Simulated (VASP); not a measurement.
Input of a VASP 6.6.1 run:

Contents of INCAR:

```
PREC     = Accurate       # precision mode
ENCUT    = 520            # plane-wave cutoff, eV
EDIFF    = 1E-7           # SCF threshold, eV
ISMEAR   = -1             # smearing method
SIGMA    = 0.05           # smearing width, eV
LREAL    = False          # projectors in reciprocal space
LASPH    = True           # aspherical terms in the spheres
NELM     = 150            # most SCF steps
ALGO     = Normal         # electronic algorithm
ISIF     = 2              # what is computed and relaxed
LWAVE    = False          # write WAVECAR
LCHARG   = False          # write CHGCAR
LNONCOLLINEAR= True           # non-collinear magnetism
MAGMOM   = 0 0 0 0 0 0    # initial moments
LORBIT   = 11             # projections on sites
LSORBIT  = True           # spin-orbit coupling
GGA_COMPAT= False        
LORBMOM  = True         
LMAXMIX  = 4              # l up to which the mixer works
GGA      = CA             # functional
NBANDS   = 30             # bands
```

KPOINTS

```
regular mesh
0
Gamma
  8 8 5
```

File POSCAR:

```
Ir
1.0
    2.7513778946      0.0000000000      0.0000000000
   -1.3756889473      2.3827631521      0.0000000000
    0.0000000000      0.0000000000      4.4622900000
Ir
2
Direct
    0.3333333333      0.6666666667      0.2500000000
    0.6666666667      0.3333333333      0.7500000000
```

Potentials or basis: VASP PAW LDA potentials, release 64 (Ir).

The run is started by

```bash
$ cat potpaw_LDA.64/Ir/POTCAR > POTCAR
$ mpirun -np 1 vasp_ncl > vasp.out
```

(1) Estimate the pressure.

(2) What does it give for the net moment?

## Answers

(1) -13.9 GPa.

(2) 0.00 μB per cell.

Caveat: the cell stands under tension.
